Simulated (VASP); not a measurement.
# SiO2 (Fmmm) in VASP: single point with PBE

Aim: the single point of SiO2 with PBE.

Everything below comes from runs of VASP 6.6.1. Logs are shortened: lines on timing, memory, paths and dates and some standing lists are left out, and cuts for length are marked.

### Step 1. The cell of the first run

It takes space group Fmmm (No. 69, orthorhombic). The conventional cell has a = 5.326 Å, b = 12.666 Å, c = 12.870 Å, α = 90.00°, β = 90.00°, γ = 90.00°. Si (site symmetry m2m) has 4 O at 1.62 to 1.63 Å within 2.2 Å. Si (site symmetry mm2) has 4 O at 1.62 to 1.63 Å within 2.2 Å. O (site symmetry 2/m) has 2 Si at 1.62 Å within 2.2 Å. Within 2.2 Å of O (site symmetry 2/m) lie 2 Si at 1.63 Å. O (site symmetry m) has 2 Si at 1.62 to 1.63 Å within 2.2 Å.

### Step 2. Single point, PBE (biaxial strain in the a-b plane: +1.0 %)

INCAR reads:

```
SYSTEM = SiO2
  PREC = Accurate
  ENCUT = 520
  EDIFF = 1E-7
  ISMEAR = 0
  SIGMA = 0.02
  LREAL = .FALSE.
  LASPH = .TRUE.
  NELM = 100
  ALGO = Normal
  ISIF = 2
  LWAVE = .FALSE.
  LCHARG = .TRUE.
  GGA = PE
  LELF = .TRUE.
  LVHAR = .TRUE.
  NBANDS = 44
```

KPOINTS reads:

```
Automatic mesh
0
G
  6 6 6
  0 0 0
```

POSCAR reads:

```
SiO2
1.0
   -4.5503075814      4.5503075814      2.6628761947
    4.5503075814     -4.5503075814      2.6628761947
    4.4782235009      4.4782235009     -2.6628761947
Si O
4 8
Direct
    0.1769304027      0.1769304027      0.3538608054
    0.8230695973      0.1769304027      0.0000000000
    0.1769304027      0.8230695973      0.0000000000
    0.8230695973      0.8230695973      0.6461391946
    0.5000000000      0.5000000000      0.5000000000
    0.0000000000      0.5000000000      0.0000000000
    0.5000000000      0.0000000000      0.0000000000
    0.0000000000      0.0000000000      0.5000000000
    0.0000000000      0.2094528988      0.2094528988
    0.7905471012      0.0000000000      0.7905471012
    0.2094528988      0.0000000000      0.2094528988
    0.0000000000      0.7905471012      0.7905471012
```

Potentials or basis: VASP PAW PBE potentials, release 64 (Si, O).

Command:

```console
> cat potpaw_PBE.64/Si/POTCAR potpaw_PBE.64/O/POTCAR > POTCAR
> mpirun -np 1 vasp_std > vasp.out
```

OUTCAR:

```text
SYSTEM = SiO2
   PREC = Accurate
   ENCUT = 520
   EDIFF = 1E-7
   ISMEAR = 0
   LREAL = .FALSE.
   LASPH = .TRUE.
   NELM = 100
   ISIF = 2
   GGA = PE

 ion  position               nearest neighbor table
   1  0.177  0.177  0.354-   5 1.62   8 1.62   9 1.63  11 1.63
   2  0.823  0.177  0.000-   9 1.62  10 1.62   6 1.63   7 1.63
   3  0.177  0.823  0.000-  11 1.62  12 1.62   6 1.63   7 1.63
   4  0.823  0.823  0.646-   5 1.62   8 1.62  10 1.63  12 1.63
   5  0.500  0.500  0.500-   1 1.62   4 1.62
   6  0.000  0.500  0.000-   2 1.63   3 1.63
   7  0.500  0.000  0.000-   2 1.63   3 1.63
   8  0.000  0.000  0.500-   1 1.62   4 1.62
   9  0.000  0.209  0.209-   2 1.62   1 1.63
  10  0.791  0.000  0.791-   2 1.62   4 1.63
  11  0.209  0.000  0.209-   3 1.62   1 1.63
  12  0.000  0.791  0.791-   3 1.62   4 1.63

  LATTYP: Found a face centered orthorhombic cell.
 ALAT       =     5.3257523894
 B/A-ratio  =     2.3783172582
 C/A-ratio  =     2.4166000310

  Lattice vectors:

 A1 = (  -0.0720840805,   9.0285310823,   0.0000000000)
 A2 = (  -4.5503075814,   4.5503075814,   2.6628761947)
 A3 = (   4.4782235009,   4.4782235009,   2.6628761947)

Analysis of symmetry for initial positions (statically):
=====================================================================
 Subroutine PRICEL returns:
 Original cell was already a primitive cell.

 Routine SETGRP: Setting up the symmetry group for a
 face centered orthorhombic supercell.

 Subroutine GETGRP returns: Found  8 space group operations
 (whereof  8 operations were pure point group operations)
 out of a pool of  8 trial point group operations.

The static configuration has the point symmetry D_2h.

Analysis of symmetry for dynamics (positions and initial velocities):
=====================================================================
 Subroutine PRICEL returns:
 Original cell was already a primitive cell.

 Routine SETGRP: Setting up the symmetry group for a
 face centered orthorhombic supercell.

 Subroutine GETGRP returns: Found  8 space group operations
 (whereof  8 operations were pure point group operations)
 out of a pool of  8 trial point group operations.

The dynamic configuration has the point symmetry D_2h.

 Subroutine INISYM returns: Found  8 space group operations
 (whereof  8 operations are pure point group operations),
 and found     1 'primitive' translations

[... 126 lines left out ...]
   NUPDOWN=      -1.0000    fix difference up-down
   EMIN   =  10.00;   EMAX   =-10.00  energy-range for DOS
   EFERMI =   0.00;   METHOD = LEGACY
   ISMEAR =     0;   SIGMA  =   0.02  broadening in eV -4-tet -1-fermi 0-gaus
   EFERMI_NEDOS =   21; number of points for ismear=-14 and -15
   IALGO  =     38    algorithm
   IMIX   =      4    mixing-type and parameters
     AMIX     =   0.40;   BMIX     =  1.00
     AMIX_MAG =   1.60;   BMIX_MAG =  1.00
  volume/ion in A,a.u.               =      18.09       122.06
  Fermi-wavevector in a.u.,A,eV,Ry     =   1.089638  2.059118 16.154353  1.187311
  Thomas-Fermi vector in A             =   2.225846
   LORBIT       =      0    0 simple, 1 ext, 2 COOP (PROOUT), +10 PAW based schemes
   GGA     = PE    functional components
   LHFCALC =     F    Hartree Fock is set to
   AEXX    =    0.0000 exact exchange contribution
   IVDW    =     0    specifies the selected vdW correction
   LEPSILON=     F    determine dielectric tensor
   LRPA    =     F    only Hartree local field effects (RPA)
 non-spin polarized calculation
 Gauss-broadening in eV      SIGMA  =   0.02
  energy-cutoff  :      520.00
  volume of cell :      217.05
 maximum number of plane-waves:      5878
 NGX is ok and might be reduce to    54
   NGX = 25   NGY = 25   NGZ = 25

 number of electron      64.0000010 magnetization

 Free energy of the ion-electron system (eV)
  ---------------------------------------------------
  ext. energy  EPLUGINS =         0.00000000
  ---------------------------------------------------
  free energy    TOTEN  =       -94.83095683 eV

  energy without entropy =      -94.83095683  energy(sigma->0) =      -94.83095683

 E-fermi :  -1.1405     XC(G=0):  -7.2137

 val. band max:       -1.2627229330   @ k =   0.5000   0.5000   0.5000
 cond. band min:       4.0056825263   @ k =   0.0000   0.0000   0.0000
 fundamental gap:      5.2684054593
 Fermi energy:        -1.1405245868

 k-point     1 :       0.0000    0.0000    0.0000
  band No.  band energies     occupation
      1     -20.5735      2.00000
      2     -19.6816      2.00000
      3     -19.2988      2.00000
      4     -19.2529      2.00000
      5     -18.6646      2.00000
      6     -18.6595      2.00000
[... 1117 lines left out ...]
     43       8.8871      0.00000
     44       9.6411      0.00000

 [... further k-points ...]

------------------------ aborting loop because EDIFF is reached ----------------------------------------

  FORCE on cell =-STRESS in cart. coord.  units (eV):
  Direction    XX          YY          ZZ          XY          YZ          ZX
  --------------------------------------------------------------------------------------
  -------------------------------------------------------------------------------------
  Total       -1.7664872     -1.7664872     -4.2015105      1.2010430      0.0000000      0.0000000
  in kB      -13.0395799    -13.0395799    -31.0140547      8.8656718      0.0000000      0.0000000
  external PRESSURE =     -19.0310715 kB  Pullay stress =       0.0000000 kB

 VOLUME and BASIS-vectors are now :
 -----------------------------------------------------------------------------
  energy-cutoff  :      520.00
  volume of cell :      217.05
      direct lattice vectors                 reciprocal lattice vectors
    -4.550307581  4.550307581  2.662876195     0.000884368  0.110767049  0.187766897
     4.550307581 -4.550307581  2.662876195     0.110767049  0.000884368  0.187766897
     4.478223501  4.478223501 -2.662876195     0.111651417  0.111651417  0.000000000

 POSITION                                       TOTAL-FORCE (eV/Angst)
 -----------------------------------------------------------------------------------
      1.58467      1.58467      0.00000         0.018308      0.018308     -0.000000
     -2.94013      2.94013      2.66288         0.386281     -0.386281     -0.000000
      2.94013     -2.94013      2.66288        -0.386281      0.386281     -0.000000
      2.89356      2.89356      2.66288        -0.018308     -0.018308      0.000000
      2.23911      2.23911      1.33144        -0.000000      0.000000      0.000000
      2.27515     -2.27515      1.33144        -0.000000      0.000000      0.000000
     -2.27515      2.27515      1.33144        -0.000000      0.000000      0.000000
      2.23911      2.23911     -1.33144        -0.000000      0.000000      0.000000
      1.89105     -0.01510      0.00000        -0.034866      0.293840      0.000000
     -0.05699      7.13748      0.00000        -0.293840      0.034866      0.000000
     -0.01510      1.89105      0.00000         0.293840     -0.034866      0.000000
      7.13748     -0.05699      0.00000         0.034866     -0.293840     -0.000000
 -----------------------------------------------------------------------------------
    total drift:                                0.000000      0.000000     -0.000000

  FREE ENERGIE OF THE ION-ELECTRON SYSTEM (eV)
  ---------------------------------------------------
  free  energy   TOTEN  =       -94.8309568289 eV

  energy  without entropy=      -94.8309568289  energy(sigma->0) =      -94.83095683
```

stdout:

```text
POSCAR found type information on POSCAR SiO
 POSCAR found :  2 types and      12 ions
 scaLAPACK will be used
 LDA part: xc-table for (Slater+PW92), standard interpolation
 POSCAR, INCAR and KPOINTS ok, starting setup
 FFT: planning ... GRIDC
 FFT: planning ... GRID_SOFT
 FFT: planning ... GRID
 WAVECAR not read
 entering main loop
```

Wall time 6.8 min (1 thread of AMD EPYC 9R45 (Zen 5), shared host); peak memory 0.54 GiB.

What came out:

* Free energy: -94.8310 eV
* Pressure: -1.9 GPa
* Largest force: 0.546 eV/Å
* Band gap on the k mesh: 5.27 eV (least direct gap 5.29 eV)

Forces on the atoms (eV/Å):
```
Si   0.018  0.018  0.000
Si   0.386 -0.386  0.000
Si  -0.386  0.386  0.000
Si  -0.018 -0.018  0.000
O    0.000  0.000  0.000
O    0.000  0.000  0.000
O    0.000  0.000  0.000
O    0.000  0.000  0.000
O   -0.035  0.294  0.000
O   -0.294  0.035  0.000
O    0.294 -0.035  0.000
O    0.035 -0.294  0.000
```

Stress tensor (GPa, compression positive):
```
-1.30  0.89  0.00
 0.89 -1.30  0.00
 0.00  0.00 -3.10
```

Caveat: the cell differs from its parent crystal (biaxial strain in the a-b plane: +1.0 %). A k mesh can miss the band edges.
